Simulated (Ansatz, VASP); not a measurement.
One calculation of ZnS, two programs

```
CELL_PARAMETERS angstrom
1.93702 3.35501 0.00000
-1.93702 3.35501 0.00000
0.00000 0.00000 12.65614
ATOMIC_POSITIONS crystal
Zn 0.00000 0.00000 0.00000
Zn 0.00000 0.00000 0.50000
Zn 0.33333 0.33334 0.25000
Zn 0.66666 0.66667 0.75000
S 0.00000 0.00000 0.18750
S 0.00000 0.00000 0.68750
S 0.33333 0.33334 0.43750
S 0.66666 0.66667 0.93750
```

Alike in both runs: task single point; functional PBEsol; k mesh 5 × 5 × 2; occupations methfessel-paxton of order 1, width 0.0493 eV; no spin polarisation.

```csv
,VASP,Ansatz
version,VASP 6.6.1,Ansatz 0.2.0
potentials or method,"VASP PAW PBE potentials, release 64 (Zn, S), cutoff 520 eV",PAW plane waves
valence electrons in the cell,72,72
```

Ansatz gave:

```
gap on the k mesh at the Fermi level (eV) : 1.83
pressure (GPa)                            : -4.5
rms of the force components (eV/Å)        : 0.010
```

Question: Which values does VASP return?

Answer: gap on the k mesh at the Fermi level (eV): 1.84; pressure (GPa): -4.4; rms of the force components (eV/Å): 0.010.

VASP's potentials were made for PBE, not for PBEsol. Atom by atom the forces differ by 0.000 eV/Å (rms over components).
